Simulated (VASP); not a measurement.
# NaCl in VASP: settings compared, part 2 of 2

VASP 6.6.1.

## Step 4: Single point, PBEsol

Input file INCAR:

```
ALGO = Normal
EDIFF = 1E-6
ENCUT = 500
GGA = PS
GGA_COMPAT = False
ISIF = 2
ISMEAR = -1
LASPH = True
LCHARG = True
LELF = True
LREAL = False
LVHAR = True
LWAVE = False
NBANDS = 14
NELM = 120
PREC = Accurate
SIGMA = 0.05
```

Input file KPOINTS:

```
k-points
0
Gamma
  7 7 7
```

Input file POSCAR:

```
NaCl
1.0
    0.0000000000      2.7940632177      2.7940632177
    2.7940632177      0.0000000000      2.7940632177
    2.7940632177      2.7940632177      0.0000000000
Cl Na
1 1
Direct
    0.5000000000      0.5000000000      0.5000000000
    0.0000000000      0.0000000000      0.0000000000
```

Potentials or basis: VASP PAW PBE potentials, release 64 (Cl, Na_pv).

On the command line:

```sh
cat potpaw_PBE.64/Cl/POTCAR potpaw_PBE.64/Na_pv/POTCAR > POTCAR
mpirun -np 1 vasp_std > vasp.out
```

OUTCAR:

```text
EDIFF = 1E-6
   ENCUT = 500
   GGA = PS
   ISIF = 2
   ISMEAR = -1
   LASPH = True
   LREAL = False
   NELM = 120
   PREC = Accurate

 ion  position               nearest neighbor table
   1  0.500  0.500  0.500-
   2  0.000  0.000  0.000-

  LATTYP: Found a face centered cubic cell.
 ALAT       =     5.5881264354

  Lattice vectors:

 A1 = (   0.0000000000,   2.7940632177,   2.7940632177)
 A2 = (   2.7940632177,   0.0000000000,   2.7940632177)
 A3 = (   2.7940632177,   2.7940632177,   0.0000000000)

Analysis of symmetry for initial positions (statically):
=====================================================================
 Subroutine PRICEL returns:
 Original cell was already a primitive cell.

 Routine SETGRP: Setting up the symmetry group for a
 face centered cubic supercell.

 Subroutine GETGRP returns: Found 48 space group operations
 (whereof 48 operations were pure point group operations)
 out of a pool of 48 trial point group operations.
[... 166 lines left out ...]
  band No.  band energies     occupation
      1     -21.2231      2.00000
      2     -21.2231      2.00000
      3     -21.2231      2.00000
      4     -13.3319      2.00000
      5      -0.6222      2.00000
      6      -0.6222      2.00000
      7      -0.6222      2.00000
      8       4.4120      0.00000
      9      10.4008      0.00000
     10      10.4008      0.00000
     11      10.4008      0.00000
     12      12.6586      0.00000
     13      12.6586      0.00000
     14      14.0766      0.00000
[... 309 lines left out ...]
      1     -21.2415      2.00000
      2     -21.2406      2.00000
      3     -21.2319      2.00000
      4     -12.8919      2.00000
      5      -1.9780      2.00000
      6      -1.9079      2.00000
      7      -1.2835      2.00000
      8       8.1172      0.00000
      9       8.6013      0.00000
     10       9.3469      0.00000
     11      11.1320      0.00000
     12      14.0947      0.00000
     13      14.8207      0.00000
     14      16.7356      0.00000

------------------------ aborting loop because EDIFF is reached ----------------------------------------

  FORCE on cell =-STRESS in cart. coord.  units (eV):
  Direction    XX          YY          ZZ          XY          YZ          ZX
  --------------------------------------------------------------------------------------
  -------------------------------------------------------------------------------------
  Total        0.0532823      0.0532823      0.0532823     -0.0000000      0.0000000      0.0000000
  in kB        1.9568381      1.9568381      1.9568381     -0.0000000      0.0000000      0.0000000
  external PRESSURE =       1.9568381 kB  Pullay stress =       0.0000000 kB

 VOLUME and BASIS-vectors are now :
 -----------------------------------------------------------------------------
  energy-cutoff  :      500.00
  volume of cell :       43.63
      direct lattice vectors                 reciprocal lattice vectors
     0.000000000  2.794063218  2.794063218    -0.178950854  0.178950854  0.178950854
     2.794063218  0.000000000  2.794063218     0.178950854 -0.178950854  0.178950854
     2.794063218  2.794063218  0.000000000     0.178950854  0.178950854 -0.178950854

 POSITION                                       TOTAL-FORCE (eV/Angst)
 -----------------------------------------------------------------------------------
      2.79406      2.79406      2.79406        -0.000000     -0.000000     -0.000000
      0.00000      0.00000      0.00000         0.000000      0.000000      0.000000
 -----------------------------------------------------------------------------------
    total drift:                               -0.000000      0.000000      0.000000

  FREE ENERGIE OF THE ION-ELECTRON SYSTEM (eV)
  ---------------------------------------------------
  free  energy   TOTEN  =        -6.9978770691 eV

  energy  without entropy=       -6.9978770691  energy(sigma->0) =       -6.99787707
```

OSZICAR:

```text
N       E                     dE             d eps       ncg     rms          rms(c)
DAV:   1     0.985909592467E+02    0.98591E+02   -0.69751E+03   566   0.101E+03
DAV:   2     0.632534777008E+00   -0.97958E+02   -0.90706E+02   626   0.270E+02
DAV:   3    -0.703615176046E+01   -0.76687E+01   -0.76346E+01   722   0.702E+01
DAV:   4    -0.715589288921E+01   -0.11974E+00   -0.11970E+00   650   0.947E+00
DAV:   5    -0.715854446956E+01   -0.26516E-02   -0.26515E-02   704   0.141E+00    0.192E+00
DAV:   6    -0.700511845410E+01    0.15343E+00   -0.24560E-01   700   0.351E+00    0.138E+00
DAV:   7    -0.699457966059E+01    0.10539E-01   -0.61514E-02   782   0.164E+00    0.934E-01
DAV:   8    -0.699796829907E+01   -0.33886E-02   -0.75995E-03   614   0.796E-01    0.293E-01
DAV:   9    -0.699785330602E+01    0.11499E-03   -0.20273E-04   698   0.109E-01    0.175E-01
DAV:  10    -0.699788640501E+01   -0.33099E-04   -0.26847E-04   656   0.106E-01    0.547E-02
DAV:  11    -0.699787774214E+01    0.86629E-05   -0.17411E-05   752   0.322E-02    0.175E-02
DAV:  12    -0.699787706912E+01    0.67302E-06   -0.29426E-06   650   0.112E-02
   1 F= -.69978771E+01 E0= -.69978771E+01  d E =-.786708E-11
```

It took 16 s on 1 thread of Intel Xeon 8259CL, shared host; peak memory 0.16 GiB.

What came out:

```yaml
Free_energy: -6.9979 eV
Pressure: 0.2 GPa
Band_gap_on_the_k_mesh: 5.03 eV
```

Caveat: the PAW data sets were made with another functional, which shifts forces and pressure a little.

## Step 5: Single point, PBEsol

This run uses another cell than the first one, of 21.38 Å³/atom.

Input file INCAR:

```
SYSTEM = NaCl
PREC     = Accurate       ! precision mode
ENCUT    = 500            ! plane-wave cutoff, eV
EDIFF    = 1E-6           ! SCF threshold, eV
ISMEAR   = -1             ! smearing method
SIGMA    = 0.05           ! smearing width, eV
LREAL    = .False.        ! projectors in reciprocal space
LASPH    = .True.         ! aspherical terms in the spheres
NELM     = 120            ! most SCF steps
ALGO     = Normal         ! electronic algorithm
ISIF     = 2              ! what is computed and relaxed
LWAVE    = .False.        ! write WAVECAR
LCHARG   = .False.        ! write CHGCAR
GGA      = PS             ! functional
NBANDS   = 14             ! bands
GGA_COMPAT= .False.
```

Input file KPOINTS:

```
regular mesh
0
Gamma
  7 7 7
  0 0 0
```

Input file POSCAR:

```
NaCl
1.0
    0.0000000000      2.7940632177      2.7381819533
    2.7940632177      0.0000000000      2.7381819533
    2.7940632177      2.7940632177      0.0000000000
Cl Na
1 1
Direct
    0.5000000000      0.5000000000      0.5000000000
    0.0000000000      0.0000000000      0.0000000000
```

On the command line:

```sh
cat potpaw_PBE.64/Cl/POTCAR potpaw_PBE.64/Na_pv/POTCAR > POTCAR
mpirun -np 1 vasp_std > vasp.out
```

Run time: 41 s. Hardware: 1 thread of Intel Xeon 8259CL, shared host; peak memory 0.17 GiB.

The run converged. Its results:

| Item | Value |
| --- | --- |
| Free energy | -6.9930 eV |
| Pressure | 0.8 GPa |
| Band gap on the k mesh | 5.11 eV |

Stress tensor (GPa, compression positive):
```
0.44 0.00 0.00
0.00 0.44 0.00
0.00 0.00 1.52
```

Levels at points of the mesh, in eV from the valence-band top:
| k point | band 5 | band 6 | band 7 | band 8 | band 9 | band 10 |
| --- | --- | --- | --- | --- | --- | --- |
| (0.00, 0.00, 0.00) | -0.02 | 0.00 | 0.00 | 5.11 | 10.98 | 10.98 |

Caveat: the PAW data sets were made with another functional, which shifts forces and pressure a little.

## Step 6: Single point, PBEsol

This run uses another cell than the first one, of 21.59 Å³/atom.

Input file INCAR:

```
ALGO = Normal
EDIFF = 1E-6
ENCUT = 500
GGA = PS
GGA_COMPAT = False
ISIF = 2
ISMEAR = -1
LASPH = True
LCHARG = True
LELF = True
LREAL = False
LVHAR = True
LWAVE = False
NBANDS = 14
NELM = 120
PREC = Accurate
SIGMA = 0.05
```

Input file KPOINTS:

```
k-points
0
Gamma
  7 7 7
```

Input file POSCAR:

```
NaCl
1.0
    0.0000000000      2.7940632177      2.7661225855
    2.7940632177      0.0000000000      2.7661225855
    2.7940632177      2.7940632177      0.0000000000
Cl Na
1 1
Direct
    0.5000000000      0.5000000000      0.5000000000
    0.0000000000      0.0000000000      0.0000000000
```

Potentials or basis: VASP PAW PBE potentials, release 64 (Cl, Na_pv).

On the command line:

```sh
cat potpaw_PBE.64/Cl/POTCAR potpaw_PBE.64/Na_pv/POTCAR > POTCAR
mpirun -np 1 vasp_std > vasp.out
```

It took 43 s on 1 thread of Intel Xeon 8259CL, shared host; peak memory 0.16 GiB.

The run converged. Its results:

```
Free energy            : -6.9963 eV
Pressure               : 0.5 GPa
Band gap on the k mesh : 5.07 eV
```

Stress tensor (GPa, compression positive):
```
0.32 0.00 0.00
0.00 0.32 0.00
0.00 0.00 0.81
```

Levels at points of the mesh, in eV from the valence-band top:
| k point | band 5 | band 6 | band 7 | band 8 | band 9 | band 10 |
| --- | --- | --- | --- | --- | --- | --- |
| (0.00, 0.00, 0.00) | -0.01 | 0.00 | 0.00 | 5.07 | 11.00 | 11.00 |

Caveat: the PAW data sets were made with another functional, which shifts forces and pressure a little.

## Step 7: Summary

```tsv
level	cell	k mesh	cutoff (eV)	smearing	grid for exact exchange (PRECFOCK)	share of exact exchange	screening parameter	gap on the mesh (eV)	pressure (GPa)
HSE06	a = 3.951 Å, angles 60.0°, 2 atoms	6 × 6 × 6	400	gaussian 0.01 eV	Normal	0.25	0.2079 1/Å	6.59	0.8
PBE0	a = 3.951 Å, angles 60.0°, 2 atoms	6 × 6 × 6	400	gaussian 0.01 eV	Normal	0.25	-	7.32	0.7
PBEsol	a = 3.951 Å, angles 60.0°, 2 atoms	7 × 7 × 7	500	fermi-dirac 0.05 eV	-	-	-	5.03	0.2
PBEsol	a = 3.912, b = 3.912, c = 3.951 Å, angles 59.7, 59.7, 60.7°, 2 atoms	7 × 7 × 7	500	fermi-dirac 0.05 eV	-	-	-	5.11	0.8
PBEsol	a = 3.932, b = 3.932, c = 3.951 Å, angles 59.8, 59.8, 60.3°, 2 atoms	7 × 7 × 7	500	fermi-dirac 0.05 eV	-	-	-	5.07	0.5
```

Alike in all rows: task single point; potentials or basis VASP PAW PBE potentials, release 64 (Cl, Na_pv); no spin polarisation.

On the cell as given the gap runs from 5.03 eV (PBEsol) to 7.32 eV (PBE0); the meshes differ, which moves gaps too. The pressure there spans 0.2 GPa (PBEsol) to 0.8 GPa (HSE06); a positive pressure means that this level wants a larger cell, a negative one a smaller.

Caveats: the PAW data sets were made with another functional, which shifts forces and pressure a little.

Absolute energies hang on the potentials; compare differences alone.
